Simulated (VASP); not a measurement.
# Fe (Im-3m) in VASP: further runs, part 2 of 3

VASP 6.6.1. Earlier steps stand in the parts before.

**3. Relaxation of cell and atoms, PBEsol+D3(BJ), collinear spin, ferromagnetic start**

This run uses another cell than the first one, of 12.02 Å³/atom, 1.139 times its volume.

The input, INCAR:

```
PREC     = Accurate       # precision mode
ENCUT    = 600            # plane-wave cutoff, eV
EDIFF    = 1E-6           # SCF threshold, eV
ISMEAR   = -1             # smearing method
SIGMA    = 0.05           # smearing width, eV
LREAL    = False          # projectors in reciprocal space
LASPH    = True           # aspherical terms in the spheres
NELM     = 150            # most SCF steps
ALGO     = Normal         # electronic algorithm
ISIF     = 3              # what is computed and relaxed
LWAVE    = False          # write WAVECAR
LCHARG   = False          # write CHGCAR
ISPIN    = 2              # spin polarisation
MAGMOM   = 3              # initial moments
LORBIT   = 11             # projections on sites
LMAXMIX  = 4              # l up to which the mixer works
GGA      = PS             # functional
IVDW     = 12             # dispersion correction
IBRION   = 2              # ionic algorithm
NSW      = 80             # ionic steps
EDIFFG   = -0.005         # ionic threshold
```

The input, KPOINTS:

```
regular mesh
0
Gamma
  13 13 13
```

The input, POSCAR:

```
Fe
1.0
   -1.4430000000      1.4430000000      1.4430000000
    1.4430000000     -1.4430000000      1.4430000000
    1.4430000000      1.4430000000     -1.4430000000
Fe
1
Direct
    0.0000000000      0.0000000000      0.0000000000
```

Potentials or basis: VASP PAW PBE potentials, release 64 (Fe).

Started as:

```bash
> cat potpaw_PBE.64/Fe/POTCAR > POTCAR
> mpirun -np 1 vasp_std > vasp.out
```

OUTCAR:

```text
PREC = Accurate
   ENCUT = 600
   EDIFF = 1E-6
   ISMEAR = -1
   LREAL = False
   LASPH = True
   NELM = 150
   ISIF = 3
   ISPIN = 2
   LORBIT = 11
   GGA = PS
   IVDW = 12
   IBRION = 2
   NSW = 80
   EDIFFG = -0.005
 IVDW          = 12

 ion  position               nearest neighbor table
   1  0.000  0.000  0.000-

  LATTYP: Found a body centered cubic cell.
 ALAT       =     2.8860000000

  Lattice vectors:

 A1 = (  -1.4430000000,   1.4430000000,   1.4430000000)
 A2 = (   1.4430000000,  -1.4430000000,   1.4430000000)
 A3 = (   1.4430000000,   1.4430000000,  -1.4430000000)

Analysis of symmetry for initial positions (statically):
=====================================================================
 Subroutine PRICEL returns:
 Original cell was already a primitive cell.

 Routine SETGRP: Setting up the symmetry group for a
 body centered cubic supercell.

 Subroutine GETGRP returns: Found 48 space group operations
 (whereof 48 operations were pure point group operations)
 out of a pool of 48 trial point group operations.

The static configuration has the point symmetry O_h .

Analysis of symmetry for dynamics (positions and initial velocities):
=====================================================================
 Subroutine PRICEL returns:
 Original cell was already a primitive cell.

[... 399 lines left out ...]
--------------------------------------- Ionic step        7  -------------------------------------------

 number of electron       7.9999995 magnetization       2.0315474

 Free energy of the ion-electron system (eV)
  ---------------------------------------------------
  ext. energy  EPLUGINS =         0.00000000
  ---------------------------------------------------
  free energy    TOTEN  =        -8.91821176 eV

  energy without entropy =       -8.90989481  energy(sigma->0) =       -8.91405328

 E-fermi :   6.5450     XC(G=0): -13.7114

 val. band max:        6.5317793367   @ k =  -0.3846   0.4615   0.0769
 cond. band min:       6.5593891294   @ k =   0.4615   0.0769  -0.0000
 fundamental gap:      0.0276097927
 Fermi energy:         6.5450106813

 spin component 1

 k-point     1 :       0.0000    0.0000    0.0000
  band No.  band energies     occupation
      1      -2.4979      1.00000
      2       4.0319      1.00000
      3       4.0319      1.00000
      4       4.0319      1.00000
      5       5.4467      1.00000
      6       5.4467      1.00000
      7      32.1360      0.00000
      8      32.1360      0.00000
      9      32.1360      0.00000
     10      37.7452      0.00000
[... 287 lines left out ...]
 k-point    24 :       0.2308    0.0769    0.0769
  band No.  band energies     occupation
      1       1.0611      1.00000
      2       3.0871      1.00000
      3       3.5379      1.00000
      4       5.3906      1.00000
      5       5.5729      1.00000
      6       6.7585      0.01380
      7      20.6376      0.00000
      8      24.6576      0.00000
      9      27.0640      0.00000
     10      34.1732      0.00000

 [... further k-points ...]

 spin component 2

 k-point     1 :       0.0000    0.0000    0.0000
  band No.  band energies     occupation
      1      -2.2365      1.00000
      2       5.7905      1.00000
      3       5.7905      1.00000
      4       5.7906      1.00000
      5       7.9608      0.00000
      6       7.9609      0.00000
      7      32.0700      0.00000
      8      32.0700      0.00000
      9      32.0700      0.00000
     10      38.0745      0.00000
[... 331 lines left out ...]
  FREE ENERGIE OF THE ION-ELECTRON SYSTEM (eV)
  ---------------------------------------------------
  free  energy   TOTEN  =        -9.2760693200 eV

  energy  without entropy=       -9.2677523780  energy(sigma->0) =       -9.27191085

 reached required accuracy - stopping structural energy minimisation

 total charge

# of ion       s       p       d       tot
------------------------------------------
    1        0.523   0.614   6.304   7.442

 magnetization (x)

# of ion       s       p       d       tot
------------------------------------------
    1       -0.013  -0.051   2.073   2.010
```

OSZICAR:

```text
N       E                     dE             d eps       ncg     rms          rms(c)
DAV:   1     0.196244485281E+02    0.19624E+02   -0.43761E+03  3512   0.105E+03
DAV:   2    -0.938114506570E+01   -0.29006E+02   -0.26754E+02  3402   0.138E+02
[... 59 lines left out ...]
DAV:   1    -0.891855986763E+01    0.37387E-03   -0.69506E-03  3600   0.143E+00    0.182E-01
DAV:   2    -0.891824707430E+01    0.31279E-03   -0.31803E-03  3650   0.814E-01    0.155E-01
DAV:   3    -0.891821751436E+01    0.29560E-04   -0.19589E-04  3662   0.214E-01    0.583E-02
DAV:   4    -0.891821429647E+01    0.32179E-05   -0.23316E-06  3232   0.240E-02    0.131E-02
DAV:   5    -0.891821175621E+01    0.25403E-05   -0.35159E-06  3434   0.190E-02    0.225E-03
DAV:   6    -0.891821175530E+01    0.91427E-09   -0.12769E-07  1680   0.335E-03
   7 F= -.92760693E+01 E0= -.92719108E+01  d E =-.287936E-04  mag=     2.0316
```

Run time: 56 s. Hardware: 1 thread of AMD EPYC 9R14 (Zen 4), shared host; peak memory 0.13 GiB.

What came out:

```
Free energy                                           : -9.2761 eV
Relaxed volume                                        : 10.54 Å³/atom
Relaxed cell                                          : a = 2.392 Å, b = 2.392 Å, c = 2.392 Å, α = 109.47°, β = 109.47°, γ = 109.47°
Space group after relaxing (to 0.05 Å)                : Im-3m (No. 229)
Energy gained by relaxing                             : 118.6 meV/atom
Ionic steps                                           : 7
Pressure after relaxing                               : 0.0 GPa
Band gap on the k mesh                                : zero (filled and empty bands overlap)
Net moment                                            : 2.03 μB per cell
Site moments                                          : Fe +2.01 μB
Valence electrons inside the program's atomic spheres : Fe 7.44
Dispersion energy per atom                            : -0.358 eV
```

Step by step:
```tsv
step	energy change (eV)	largest force (eV/Å)	pressure (GPa)	volume (Å³)
1	0.0000	0.0000	-21.89	12.02
2	0.0059	0.0000	37.50	9.38
3	-0.1185	0.0000	-0.81	10.58
4	-0.1186	0.0000	-0.19	10.55
5	-0.1186	0.0000	0.46	10.52
6	-0.1186	0.0000	-0.45	10.56
7	-0.1186	0.0000	0.01	10.54
```

Final structure:
```
Fe
1.0
    -1.38119    1.38119    1.38119
     1.38119   -1.38119    1.38119
     1.38119    1.38119   -1.38119
Fe
1
Direct
  0.00000 0.00000 0.00000
```

Caveat: the PAW data sets were made with another functional, which shifts forces and pressure a little; the volume moved by -12 % from the deposited cell, more than functionals usually miss; pairwise dispersion overbinds metals, which lowers pressure and volume.

**4. Single point, LDA, collinear spin, ferromagnetic start (volume scaled by 0.94)**

The input, INCAR:

```
PREC = Accurate ; ENCUT = 520
EDIFF = 1E-7 ; ISMEAR = -1
SIGMA = 0.05 ; LREAL = False
LASPH = True ; NELM = 150
ALGO = Fast ; ISIF = 2
LWAVE = False ; LCHARG = False
ISPIN = 2 ; MAGMOM = 3
LORBIT = 11 ; LMAXMIX = 4
GGA = CA ; NBANDS = 14
```

KPOINTS is that of step 3.

The input, POSCAR:

```
Fe
1.0
   -1.4135427549      1.4135427549      1.4135427549
    1.4135427549     -1.4135427549      1.4135427549
    1.4135427549      1.4135427549     -1.4135427549
Fe
1
Direct
    0.0000000000      0.0000000000      0.0000000000
```

Potentials or basis: VASP PAW LDA potentials, release 64 (Fe).

Started as:

```bash
> cat potpaw_LDA.64/Fe/POTCAR > POTCAR
> mpirun -np 1 vasp_std > vasp.out
```

Run time: 17 s. Hardware: 1 thread of Intel Xeon Platinum 8375C at 2.90GHz (Ice Lake), shared host; peak memory 0.13 GiB.

It converged, with:

| Item | Value |
| --- | --- |
| Free energy | -9.1729 eV |
| Pressure | -18.5 GPa |
| Net moment | 2.06 μB per cell |
| Site moments | Fe +2.04 μB |
| Valence electrons inside the program's atomic spheres | Fe 7.29 |

Levels at points of the mesh, in eV from the Fermi level:
Spin up:
| k point | band 3 | band 4 | band 5 | band 6 | band 7 | band 8 |
| --- | --- | --- | --- | --- | --- | --- |
| (0.00, 0.00, 0.00) | -2.31 | -2.31 | -0.95 | -0.95 | 24.90 | 24.90 |
Spin down:
```csv
k point,band 1,band 2,band 3,band 4,band 5,band 6,band 7
"(0.00, 0.00, 0.00)",-8.23,-0.62,-0.62,-0.62,1.24,1.24,25.04
```

Caveat: the cell differs from its parent crystal (volume scaled by 0.94).

**5. Single point, LDA, collinear spin, ferromagnetic start (volume scaled by 1.02)**

The input, INCAR:

```
SYSTEM = Fe
ALGO = Fast
EDIFF = 1E-7
ENCUT = 520
ISIF = 2
ISMEAR = -1
ISPIN = 2
LASPH = .TRUE.
LCHARG = .FALSE.
LMAXMIX = 4
LORBIT = 11
LREAL = .FALSE.
LWAVE = .FALSE.
MAGMOM = 3
NBANDS = 14
NELM = 150
PREC = Accurate
SIGMA = 0.05
```

The input, KPOINTS:

```
k-points
0
G
  13 13 13
  0 0 0
```

The input, POSCAR:

```
Fe
1.0
   -1.4525565699      1.4525565699      1.4525565699
    1.4525565699     -1.4525565699      1.4525565699
    1.4525565699      1.4525565699     -1.4525565699
Fe
1
Direct
    0.0000000000      0.0000000000      0.0000000000
```

Started as:

```bash
> cat potpaw_LDA.64/Fe/POTCAR > POTCAR
> mpirun -np 1 vasp_std > vasp.out
```

Run time: 22 s. Hardware: 1 thread of Intel Xeon Platinum 8375C at 2.90GHz (Ice Lake), shared host; peak memory 0.13 GiB.

The run converged. Its results:

```
Free energy                                           : -9.0285 eV
Pressure                                              : -28.5 GPa
Net moment                                            : 2.21 μB per cell
Site moments                                          : Fe +2.20 μB
Valence electrons inside the program's atomic spheres : Fe 7.13
```

Levels at points of the mesh, in eV from the Fermi level:
Spin up:
```
           k point  band 2  band 3  band 4  band 5  band 6  band 7  band 8  band 9
(0.00, 0.00, 0.00)   -2.12   -2.12   -2.12   -0.92   -0.92   24.16   24.16   24.16
```
Spin down:
```csv
k point,band 1,band 2,band 3,band 4,band 5,band 6
"(0.00, 0.00, 0.00)",-7.70,-0.29,-0.29,-0.29,1.38,1.38
```

Caveat: the cell differs from its parent crystal (volume scaled by 1.02).

(Part 2 of 3 ends here.)
